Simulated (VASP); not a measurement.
**Fe2Ru: single point with PBE**

Crystal: Fe2Ru.

```
Fe Ru
1.0
     0.00000    3.27237    3.27237
     3.27237    0.00000    3.27237
     3.27237    3.27237    0.00000
Fe Ru
4 2
Direct
  0.62500 0.62500 0.62500
  0.12500 0.62500 0.62500
  0.62500 0.62500 0.12500
  0.62500 0.12500 0.62500
  0.00000 0.00000 0.00000
  0.25000 0.25000 0.25000
```

| Item | Value |
| --- | --- |
| Program | VASP 6.6.1 |
| Task | single point |
| Functional | PBE |
| Potentials or basis | VASP PAW PBE potentials, release 64 (Fe, Ru_pv) |
| Cutoff | 520 eV |
| k mesh | 6 × 6 × 6 |
| Occupations | gaussian, width 0.1 eV |
| Spin | collinear spin, ferromagnetic start |
| Starting moments | [4.0, 4.0, 4.0, 4.0, 0.0, 0.0] μB |
| Dipole correction | no |
| Further INCAR settings | ALGO = Fast; EDIFF = 1e-07; NBANDS = 43 |

```yaml
Pressure: 4.5 GPa
Band_gap_on_the_k_mesh: zero (filled and empty bands overlap)
Net_moment: 5.97 μB per cell
Site_moments: Fe +1.62; Ru -0.28 μB
Valence_electrons_inside_the_program's_atomic_spheres: Fe 7.52; Ru 12.51
```

Levels at points of the mesh, in eV from the Fermi level:
Spin up:
| k point | band 30 | band 31 | band 32 | band 33 | band 34 | band 35 | band 36 | band 37 |
| --- | --- | --- | --- | --- | --- | --- | --- | --- |
| (0.00, 0.00, 0.00) | -0.36 | -0.36 | -0.36 | 0.62 | 0.62 | 0.69 | 0.69 | 0.69 |
| (0.50, 0.00, 0.00) | -0.98 | -0.98 | -0.68 | -0.51 | 0.28 | 0.28 | 0.66 | 0.66 |
| (0.50, 0.50, 0.00) | -1.15 | -0.68 | -0.68 | -0.06 | -0.06 | 0.38 | 0.38 | 0.40 |
Spin down:
```csv
k point,band 25,band 26,band 27,band 28,band 29,band 30
"(0.00, 0.00, 0.00)",-0.83,-0.83,0.68,0.68,0.68,1.23
"(0.50, 0.00, 0.00)",-0.63,-0.58,-0.58,0.07,0.07,0.43
"(0.50, 0.50, 0.00)",-0.80,-0.80,0.09,0.09,0.44,0.44
```

Run time: 5.2 min on 1 thread of Oxide Virtual Turin-like Processor, on a shared host, peak memory 0.25 GiB.

Caveat: the cell stands under pressure.
